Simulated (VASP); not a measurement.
Write the native input for VASP 6.6.1 that does the following.

* Task: single point
* Functional: r2SCAN
* Potentials or basis: VASP PAW PBE potentials, release 64 (P)
* Cutoff: 520 eV
* k mesh: 9 × 9 × 1
* Occupations: gaussian, width 0.02 eV
* Spin: no spin polarisation
* Dipole correction: yes
* Further INCAR settings: ALGO = Normal; EDIFF = 1e-06; NBANDS = 12

The system is P, a slab with vacuum.

```
P
1.0
     3.28000    0.00000    0.00000
    -1.64000    2.84056    0.00000
     0.00000    0.00000   28.00000
P
2
Direct
  0.33333 0.66667 0.50468
  0.66667 0.33333 0.49532
```

These files were run (other wordings do the same):

POSCAR

```
P
1.0
    3.2800000000      0.0000000000      0.0000000000
   -1.6400000000      2.8405633244      0.0000000000
    0.0000000000      0.0000000000     28.0000000000
P
2
Direct
    0.3333333333      0.6666666667      0.5046785714
    0.6666666667      0.3333333333      0.4953214286
```

INCAR.step1

```
SYSTEM = P
ALGO = Normal ; DIPOL = 0.5 0.5 0.500
EDIFF = 1E-4 ; ENCUT = 520
GGA = PE ; IDIPOL = 3
ISMEAR = 0 ; LASPH = .True.
LCHARG = .False. ; LDIPOL = .True.
LREAL = .False. ; LWAVE = .True.
NBANDS = 12 ; NELM = 100
PREC = Accurate ; SIGMA = 0.02
```

INCAR.step2

```
SYSTEM = P
ALGO = Normal ; DIPOL = 0.5 0.5 0.500
EDIFF = 1E-6 ; ENCUT = 520
IDIPOL = 3 ; ISIF = 2
ISMEAR = 0 ; ISTART = 1
LASPH = .True. ; LCHARG = .True.
LDIPOL = .True. ; LELF = .True.
LMIXTAU = .True. ; LREAL = .False.
LVACPOTAV = .True. ; LVHAR = .True.
LWAVE = .False. ; METAGGA = R2SCAN
NBANDS = 12 ; NELM = 100
PREC = Accurate ; SIGMA = 0.02
```

KPOINTS

```
k-points
0
Gamma
  9 9 1
  0 0 0
```

Potentials or basis: VASP PAW PBE potentials, release 64 (P).

Run with:

```bash
$ cat potpaw_PBE.64/P/POTCAR > POTCAR
$ cp INCAR.step1 INCAR
$ mpirun -np 1 vasp_std > vasp.out
$ cp INCAR.step2 INCAR
$ mpirun -np 1 vasp_std > vasp.out
```

It gave:

The largest force is 2.221 eV/Å and the band gap on the k mesh is zero (bands 5 and 6 overlap by 2.07 eV). The work function of the upper face is 3.70 eV and the work function of the lower face is 3.70 eV.

Caveat: the PAW data sets were made with another functional, which shifts forces and pressure a little.

Run time: 2.9 min on 1 thread of AMD EPYC 9R45 96-Core Processor (Zen 5), on a shared host, peak memory 0.34 GiB.
